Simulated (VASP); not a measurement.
# AlGaN2 (P-4m2) in VASP: notebook

The runs below take AlGaN2 through single point, with r2SCAN.

Everything below comes from runs of VASP 6.6.1. Logs are shortened: lines on timing, memory, paths and dates and some standing lists are left out, and cuts for length are marked.

**1. The cell of the first run**

Symmetry: P-4m2, No. 115, tetragonal system. The conventional cell has a = 3.235 Å, b = 3.235 Å, c = 4.557 Å, α = 90.00°, β = 90.00°, γ = 90.00°. Al (site symmetry -4m2) has 4 N at 1.95 Å within 2.6 Å. Within 2.7 Å of Ga (site symmetry -4m2) lie 4 N at 2.01 Å. Within 2.6 Å of N (site symmetry 2mm) lie 2 Al at 1.95 Å and 2 Ga at 2.01 Å.

**2. Single point, r2SCAN (strain +0.030 along x and y, +0.030 along z)**

The input, POSCAR:

```
AlGaN2
1.0
    3.2351033602      0.0000000000      0.0000000000
    0.0000000000      3.2351033602      0.0000000000
    0.0000000000      0.0000000000      4.5565530782
Al Ga N
1 1 2
Direct
    0.5000000000      0.5000000000      0.5000000000
    0.0000000000      0.0000000000      0.0000000000
    0.5000000000      0.0000000000      0.7382648100
    0.0000000000      0.5000000000      0.2617351900
```

The input, INCAR.step1:

```
SYSTEM = AlGaN2
PREC = Accurate
ENCUT = 520
ISMEAR = 0
SIGMA = 0.05
LREAL = .False.
LASPH = .True.
NELM = 100
NBANDS = 21
GGA = PE
ALGO = Normal
EDIFF = 1E-4
LWAVE = .True.
LCHARG = .False.
```

The input, INCAR.step2:

```
SYSTEM = AlGaN2
PREC = Accurate
ENCUT = 520
EDIFF = 1E-6
ISMEAR = 0
SIGMA = 0.05
LREAL = .False.
LASPH = .True.
NELM = 100
ALGO = Normal
ISIF = 2
LWAVE = .False.
LCHARG = .True.
METAGGA = R2SCAN
LMIXTAU = .True.
LELF = .True.
LVHAR = .True.
NBANDS = 21
ISTART = 1
```

The input, KPOINTS:

```
Automatic mesh
0
Gamma
  8 8 6
  0 0 0
```

Potentials or basis: VASP PAW PBE potentials, release 64 (Al, Ga_d, N).

Started as:

```sh
> cat potpaw_PBE.64/Al/POTCAR potpaw_PBE.64/Ga_d/POTCAR potpaw_PBE.64/N/POTCAR > POTCAR
> cp INCAR.step1 INCAR
> mpirun -np 1 vasp_std > vasp.out
> cp INCAR.step2 INCAR
> mpirun -np 1 vasp_std > vasp.out
```

OUTCAR:

```text
SYSTEM = AlGaN2
   PREC = Accurate
   ENCUT = 520
   EDIFF = 1E-6
   ISMEAR = 0
   LREAL = .False.
   LASPH = .True.
   NELM = 100
   ISIF = 2
   METAGGA = R2SCAN
   ISTART = 1

 ion  position               nearest neighbor table
   1  0.500  0.500  0.500-   3 1.95   4 1.95   3 1.95   4 1.95
   2  0.000  0.000  0.000-   3 2.01   4 2.01   4 2.01   3 2.01
   3  0.500  0.000  0.738-   1 1.95   1 1.95   2 2.01   2 2.01
   4  0.000  0.500  0.262-   1 1.95   1 1.95   2 2.01   2 2.01

  LATTYP: Found a simple tetragonal cell.
 ALAT       =     3.2351033602
 C/A-ratio  =     1.4084721787

  Lattice vectors:

 A1 = (   3.2351033602,   0.0000000000,   0.0000000000)
 A2 = (   0.0000000000,   3.2351033602,   0.0000000000)
 A3 = (   0.0000000000,   0.0000000000,   4.5565530782)

Analysis of symmetry for initial positions (statically):
=====================================================================
 Subroutine PRICEL returns:
 Original cell was already a primitive cell.

 Routine SETGRP: Setting up the symmetry group for a
 simple tetragonal supercell.

 Subroutine GETGRP returns: Found  8 space group operations
 (whereof  8 operations were pure point group operations)
 out of a pool of 16 trial point group operations.

The static configuration has the point symmetry D_2d.

Analysis of symmetry for dynamics (positions and initial velocities):
=====================================================================
 Subroutine PRICEL returns:
 Original cell was already a primitive cell.

 Routine SETGRP: Setting up the symmetry group for a
 simple tetragonal supercell.

 Subroutine GETGRP returns: Found  8 space group operations
 (whereof  8 operations were pure point group operations)
 out of a pool of 16 trial point group operations.

The dynamic configuration has the point symmetry D_2d.

 Subroutine INISYM returns: Found  8 space group operations
 (whereof  8 operations are pure point group operations),
 and found     1 'primitive' translations

----------------------------------------------------------------------------------------

                                     Primitive cell

  volume of cell :      47.6884

  direct lattice vectors                    reciprocal lattice vectors
     3.235103360  0.000000000  0.000000000     0.309109135  0.000000000  0.000000000
     0.000000000  3.235103360  0.000000000     0.000000000  0.309109135  0.000000000
     0.000000000  0.000000000  4.556553078     0.000000000  0.000000000  0.219464139

  length of vectors
     3.235103360  3.235103360  4.556553078     0.309109135  0.309109135  0.219464139

  position of ions in fractional coordinates (direct lattice)
     0.500000000  0.500000000  0.500000000
     0.000000000  0.000000000  0.000000000
     0.500000000  0.000000000  0.738264810
     0.000000000  0.500000000  0.261735190

  ion indices of the primitive-cell ions
   primitive index   ion index
                 1           1
                 2           2
                 3           3
                 4           4

----------------------------------------------------------------------------------------

 KPOINTS: Automatic mesh

Automatic generation of k-mesh.
 Grid dimensions read from file:
 generate k-points for:    8    8    6

 Generating k-lattice:

  Cartesian coordinates                     Fractional coordinates (reciprocal lattice)
     0.038638642  0.000000000  0.000000000     0.125000000  0.000000000  0.000000000
     0.000000000  0.038638642  0.000000000     0.000000000  0.125000000  0.000000000
     0.000000000  0.000000000  0.036577357     0.000000000  0.000000000  0.166666667

  Length of vectors
     0.038638642  0.038638642  0.036577357

  Shift w.r.t. Gamma in fractional coordinates (k-lattice)
     0.000000000  0.000000000  0.000000000

 Subroutine IBZKPT returns following result:
 ===========================================

 Found     60 irreducible k-points:

 Following reciprocal coordinates:
            Coordinates               Weight
  0.000000  0.000000  0.000000      1.000000
  0.125000  0.000000  0.000000      4.000000
  0.250000  0.000000  0.000000      4.000000
  0.375000  0.000000  0.000000      4.000000
  0.500000  0.000000  0.000000      2.000000
  0.125000  0.125000  0.000000      4.000000
[... 16 lines left out ...]
  0.375000  0.125000  0.166667     16.000000
  0.500000  0.125000  0.166667      8.000000
 [... further k-points ...]
   k-points           NKPTS =     60   k-points in BZ     NKDIM =     60   number of bands    NBANDS=     21
   number of dos      NEDOS =    301   number of ions     NIONS =      4
   total plane-waves  NPLWV =  20736
   dimension x,y,z NGX =    24 NGY =   24 NGZ =   36
   dimension x,y,z NGXF=    48 NGYF=   48 NGZF=   72
   ions per type =               1   1   2
   NGX,Y,Z   is equivalent  to a cutoff of  12.33, 12.33, 13.13 a.u.
   NGXF,Y,Z  is equivalent  to a cutoff of  24.67, 24.67, 26.27 a.u.
 SYSTEM =  AlGaN2
   PREC   = accura    normal or accurate (medium, high low for compatibility)
   ISTART =      1    job   : 0-new  1-cont  2-samecut
   ICHARG =      0    charge: 1-file 2-atom 10-const
   ISPIN  =      1    spin polarized calculation?
   LNONCOLLINEAR =      F non collinear calculations
   LSORBIT =      F    spin-orbit coupling
   LASPH  =      T    aspherical Exc in radial PAW
   ENCUT  =  520.0 eV  38.22 Ry    6.18 a.u.   6.02  6.02  8.47*2*pi/ulx,y,z
   NELM   =    100;   NELMIN=  2; NELMDL=  0     # of ELM steps
   EDIFF  = 0.1E-05   stopping-criterion for ELM
   LREAL  =      F    real-space projection
   EDIFFG = 0.1E-04   stopping-criterion for IOM
   NSW    =      0    number of steps for IOM
   IBRION =     -1    ionic relax: 0-MD 1-quasi-New 2-CG
   NFREE  =      0    steps in history (QN), initial steepest desc. (CG)
   ISIF   =      2    stress and relaxation
   ISYM   =      2    0-nonsym 1-usesym 2-fastsym
   POTIM  = 0.5000    time-step for ionic-motion
   TEBEG  =    0.0;   TEEND  =   0.0 temperature during run
   PSTRESS=    0.0 pullay stress
   NELECT =      26.0000    total number of electrons
   NUPDOWN=      -1.0000    fix difference up-down
   EMIN   =  10.00;   EMAX   =-10.00  energy-range for DOS
   EFERMI =   0.00;   METHOD = LEGACY
   ISMEAR =     0;   SIGMA  =   0.05  broadening in eV -4-tet -1-fermi 0-gaus
   EFERMI_NEDOS =   21; number of points for ismear=-14 and -15
   IALGO  =     38    algorithm
   IMIX   =      4    mixing-type and parameters
     AMIX     =   0.40;   BMIX     =  1.00
     AMIX_MAG =   1.60;   BMIX_MAG =  1.00
  volume/ion in A,a.u.               =      11.92        80.45
  Fermi-wavevector in a.u.,A,eV,Ry     =   1.337401  2.527322 24.335950  1.788642
  Thomas-Fermi vector in A             =   2.465953
   LORBIT       =      0    0 simple, 1 ext, 2 COOP (PROOUT), +10 PAW based schemes
   METAGGA = R2SCAN    functional components
   LHFCALC =     F    Hartree Fock is set to
   AEXX    =    0.0000 exact exchange contribution
   IVDW    =     0    specifies the selected vdW correction
   LEPSILON=     F    determine dielectric tensor
   LRPA    =     F    only Hartree local field effects (RPA)
 non-spin polarized calculation
 Gauss-broadening in eV      SIGMA  =   0.05
  energy-cutoff  :      520.00
  volume of cell :       47.69
 maximum number of plane-waves:      1308
   NGX = 13   NGY = 13   NGZ = 17

 number of electron      26.0000024 magnetization

 Free energy of the ion-electron system (eV)
  ---------------------------------------------------
  ext. energy  EPLUGINS =         0.00000000
  ---------------------------------------------------
  free energy    TOTEN  =       -40.87125322 eV

  energy without entropy =      -40.87125322  energy(sigma->0) =      -40.87125322

 E-fermi :   4.7547     XC(G=0): -11.6110

 val. band max:        4.5180118750   @ k =   0.0000   0.0000   0.0000
 cond. band min:       7.2091028297   @ k =   0.0000   0.0000   0.0000
 fundamental gap:      2.6910909547
 Fermi energy:         4.7547177046

 k-point     1 :       0.0000    0.0000    0.0000
  band No.  band energies     occupation
      1     -11.1486      2.00000
      2      -9.9194      2.00000
      3      -8.8668      2.00000
      4      -8.8668      2.00000
      5      -8.8048      2.00000
      6      -8.6984      2.00000
[... 13 lines left out ...]
     20      17.3886      0.00000
     21      19.5195      0.00000

 k-point     2 :       0.1250    0.0000    0.0000
  band No.  band energies     occupation
      1     -11.0337      2.00000
      2      -9.9204      2.00000
      3      -8.8648      2.00000
      4      -8.8646      2.00000
      5      -8.7881      2.00000
      6      -8.7067      2.00000
[... 13 lines left out ...]
     20      17.2105      0.00000
     21      19.0747      0.00000

 k-point     3 :       0.2500    0.0000    0.0000
  band No.  band energies     occupation
      1     -10.7321      2.00000
      2      -9.9327      2.00000
      3      -8.8601      2.00000
      4      -8.8386      2.00000
      5      -8.7267      2.00000
      6      -8.7208      2.00000
[... 13 lines left out ...]
     20      16.6739      0.00000
     21      18.1374      0.00000

 k-point     4 :       0.3750    0.0000    0.0000
  band No.  band energies     occupation
      1     -10.3802      2.00000
      2      -9.9727      2.00000
      3      -8.8552      2.00000
      4      -8.8033      2.00000
      5      -8.7467      2.00000
      6      -8.5272      2.00000
[... 13 lines left out ...]
     20      16.4490      0.00000
     21      17.2302      0.00000

 k-point     5 :       0.5000    0.0000    0.0000
  band No.  band energies     occupation
      1     -10.1887      2.00000
      2     -10.0292      2.00000
      3      -8.8531      2.00000
      4      -8.7898      2.00000
      5      -8.7550      2.00000
      6      -8.2773      2.00000
[... 13 lines left out ...]
     20      16.5549      0.00000
     21      16.7613      0.00000
[... 382 lines left out ...]
     20      16.5717      0.00000
     21      18.1233      0.00000

 k-point    22 :       0.2500    0.1250    0.1667
  band No.  band energies     occupation
      1     -10.5781      2.00000
      2      -9.9372      2.00000
      3      -8.8744      2.00000
      4      -8.7974      2.00000
      5      -8.7420      2.00000
      6      -8.6768      2.00000
[... 13 lines left out ...]
     20      16.7308      0.00000
     21      17.4654      0.00000

 k-point    23 :       0.3750    0.1250    0.1667
  band No.  band energies     occupation
      1     -10.2934      2.00000
      2      -9.9578      2.00000
      3      -8.8614      2.00000
      4      -8.7730      2.00000
      5      -8.7603      2.00000
      6      -8.4456      2.00000
[... 13 lines left out ...]
     20      16.8057      0.00000
     21      17.1324      0.00000

 k-point    24 :       0.5000    0.1250    0.1667
  band No.  band energies     occupation
      1     -10.1553      2.00000
      2      -9.9883      2.00000
      3      -8.8564      2.00000
      4      -8.7697      2.00000
      5      -8.7629      2.00000
      6      -8.1973      2.00000
[... 13 lines left out ...]
     20      16.8693      0.00000
     21      16.8972      0.00000

 [... further k-points ...]
[... 5 lines left out ...]
  --------------------------------------------------------------------------------------
  -------------------------------------------------------------------------------------
  Total       -4.5159200     -4.5159200     -4.4541118      0.0000000      0.0000000      0.0000000
  in kB     -151.7204321   -151.7204321   -149.6438749      0.0000000      0.0000000      0.0000000
  external PRESSURE =    -151.0282464 kB  Pullay stress =       0.0000000 kB

 VOLUME and BASIS-vectors are now :
 -----------------------------------------------------------------------------
  energy-cutoff  :      520.00
  volume of cell :       47.69
      direct lattice vectors                 reciprocal lattice vectors
     3.235103360  0.000000000  0.000000000     0.309109135  0.000000000  0.000000000
     0.000000000  3.235103360  0.000000000     0.000000000  0.309109135  0.000000000
     0.000000000  0.000000000  4.556553078     0.000000000  0.000000000  0.219464139

 POSITION                                       TOTAL-FORCE (eV/Angst)
 -----------------------------------------------------------------------------------
      1.61755      1.61755      2.27828        -0.000000      0.000000      0.000000
      0.00000      0.00000      0.00000         0.000000     -0.000000      0.000000
      1.61755      0.00000      3.36394        -0.000000     -0.000000      0.001074
      0.00000      1.61755      1.19261        -0.000000     -0.000000     -0.001074
 -----------------------------------------------------------------------------------
    total drift:                                0.000000      0.000000     -0.000000

  FREE ENERGIE OF THE ION-ELECTRON SYSTEM (eV)
  ---------------------------------------------------
  free  energy   TOTEN  =       -40.8712532156 eV

  energy  without entropy=      -40.8712532156  energy(sigma->0) =      -40.87125322
```

Wall time 52 s (1 thread of Intel Xeon 6975P-C (Granite Rapids), shared host); peak memory 0.2 GiB.

What came out:

- Free energy: -40.8713 eV
- Pressure: -15.1 GPa
- Band gap on the k mesh: 2.69 eV, direct

Levels at points of the mesh, in eV from the valence-band top:
```csv
k point,band 10,band 11,band 12,band 13,band 14,band 15,band 16,band 17
"(0.00, 0.00, 0.00)",-2.19,-0.18,0.00,0.00,2.69,4.00,7.81,11.35
"(0.50, 0.00, 0.00)",-2.72,-2.70,-0.98,-0.60,6.93,7.45,8.37,8.46
"(0.50, 0.50, 0.00)",-2.16,-2.11,-2.11,-2.08,3.78,3.78,6.41,9.08
"(0.00, 0.00, 0.50)",-1.47,-1.47,-0.92,-0.92,5.41,5.50,7.95,9.42
"(0.50, 0.00, 0.50)",-0.95,-0.82,-0.57,-0.50,5.07,6.60,9.49,9.69
"(0.50, 0.50, 0.50)",-3.61,-3.07,-2.92,-2.92,6.56,6.56,8.57,11.08
```

Caveat: the cell differs from its parent crystal (strain +0.030 along x and y, +0.030 along z); the PAW data sets were made with another functional, which shifts forces and pressure a little.

(Continued in part 2 of 2.)
